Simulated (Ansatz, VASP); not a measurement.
**LaTe: VASP beside Ansatz**

```
La Te
1.0
     0.00000    3.17236    3.17236
     3.17236    0.00000    3.17236
     3.17236    3.17236    0.00000
La Te
1 1
Direct
  0.00000 0.00000 0.00000
  0.50000 0.50000 0.50000
```

Alike in both runs: task single point; functional LDA; k mesh 11 × 11 × 11; occupations fermi-dirac, width 0.05 eV; no spin polarisation.

|  | VASP | Ansatz |
| --- | --- | --- |
| version | VASP 6.6.1 | Ansatz 0.2.0 |
| potentials or method | VASP PAW LDA potentials, release 64 (La, Te) | PAW with Ansatz's default frozen-core files, scalar-relativistic |
| plane-wave cutoff (eV) | 520 | 420 |
| valence electrons in the cell | 17 | 27 |

|  | VASP | Ansatz | Ansatz less VASP |
| --- | --- | --- | --- |
| pressure (GPa) | 0.0 | 0.0 | -0.05 |

LDA's correlation is that of Perdew and Zunger in VASP and of Perdew and Wang (1992) in Ansatz. VASP's potentials hold 17 valence electrons a cell and Ansatz's 27, so a difference there can come from the potentials and not from the codes.

Spin-orbit coupling is off throughout.
